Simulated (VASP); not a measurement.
A run of VASP 6.6.1:

File INCAR:

```
ALGO = Normal
EDIFF = 1E-6
ENCUT = 520
GGA = PE
ISIF = 2
ISMEAR = 0
LASPH = T
LCHARG = F
LREAL = F
LWAVE = F
NBANDS = 30
NELM = 60
PREC = Accurate
SIGMA = 0.1
```

Contents of KPOINTS:

```
k-points
0
Gamma
  4 4 2
```

File POSCAR:

```
Ta
1.0
    2.8974664458     -2.7616332542      0.0000000000
    2.8974664458      2.7616332542      0.0000000000
    0.0000000000      0.0000000000      4.9176839167
Ta
4
Direct
    0.2500000000      0.7500000000      0.5000122487
    0.7500000000      0.2500000000      0.4999877513
    0.0000000000      0.5000000000      0.0000000000
    0.5000000000      0.0000000000      0.0000000000
```

Potentials or basis: VASP PAW PBE potentials, release 64 (Ta_pv).

Run with:

```sh
$ cat potpaw_PBE.64/Ta_pv/POTCAR > POTCAR
$ mpirun -np 1 vasp_std > vasp.out
```

Hardware: 1 thread of Intel(R) Xeon(R) Platinum 8488C (Sapphire Rapids) (shared host).

Task: Estimate the wall time of this run.

Result: It took 21 s on 1 thread of Intel(R) Xeon(R) Platinum 8488C (Sapphire Rapids), with other jobs on the host, peak memory 0.18 GiB. Counts: scf iterations 12, k points 14.
